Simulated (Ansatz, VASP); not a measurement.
# TaN: VASP beside Ansatz

The input INCAR:

```
SYSTEM = TaN
PREC = Accurate
ENCUT = 520
EDIFF = 1E-6
ISMEAR = 0
SIGMA = 0.15
LREAL = .FALSE.
LASPH = .TRUE.
NELM = 60
ALGO = Normal
ISIF = 2
LWAVE = .FALSE.
LCHARG = .FALSE.
GGA = CA
NBANDS = 15
```

The input KPOINTS:

```
Automatic mesh
0
G
  18 18 18
  0 0 0
```

The input POSCAR:

```
TaN
1.0
    0.0000000000      2.2879500000      2.1790000000
    2.2879500000      0.0000000000      2.1790000000
    2.2879500000      2.2879500000      0.0000000000
Ta N
1 1
Direct
    0.5000000000      0.5000000000      0.5000000000
    0.0000000000      0.0000000000      0.0000000000
```

Input for Ansatz:

```yaml
crystal:
  lattice:
    - [0.0, 2.28795, 2.179]
    - [2.28795, 0.0, 2.179]
    - [2.28795, 2.28795, 0.0]
  atoms:
    - { symbol: Ta, position: [0.5, 0.5, 0.5] }
    - { symbol: "N", position: [0.0, 0.0, 0.0] }
basis:
  ecutwfc: 420
kpoints:
  mp_grid: { grid: [18, 18, 18] }
hamiltonian:
  xc: lda
scf:
  occupations: { method: gaussian, width: 0.15 }
output:
  forces: true
  stress: true
  eigenvalues: true
```

Change from the starting cell: strain +0.050 along x and y, +0.000 along z, atoms carried along.

Alike in both runs: task single point; functional LDA; k mesh 18 × 18 × 18; occupations gaussian, width 0.15 eV; no spin polarisation.

|  | VASP | Ansatz |
| --- | --- | --- |
| version | VASP 6.6.1 | Ansatz 0.2.0 |
| potentials or method | VASP PAW LDA potentials, release 64 (Ta_pv, N), cutoff 520 eV | scalar-relativistic, plane waves, PAW |
| valence electrons in the cell | 16 | 18 |

VASP gave:

* gap on the k mesh at the Fermi level (eV): none
* pressure (GPa): -28.0
* traceless stress, the component that is largest in VASP (GPa): 14.04

**Question.** Which values does Ansatz return?

**Answer.** gap on the k mesh at the Fermi level (eV): none; pressure (GPa): -29.4; traceless stress, the component that is largest in VASP (GPa): 13.75.

LDA's correlation is that of Perdew and Zunger in VASP and of Perdew and Wang (1992) in Ansatz. A gap of «none» marks a metal or a gap that the smearing closes. VASP's potentials hold 16 valence electrons a cell and Ansatz's 18, so a difference there can come from the potentials and not from the codes.

Spin-orbit coupling is off throughout.
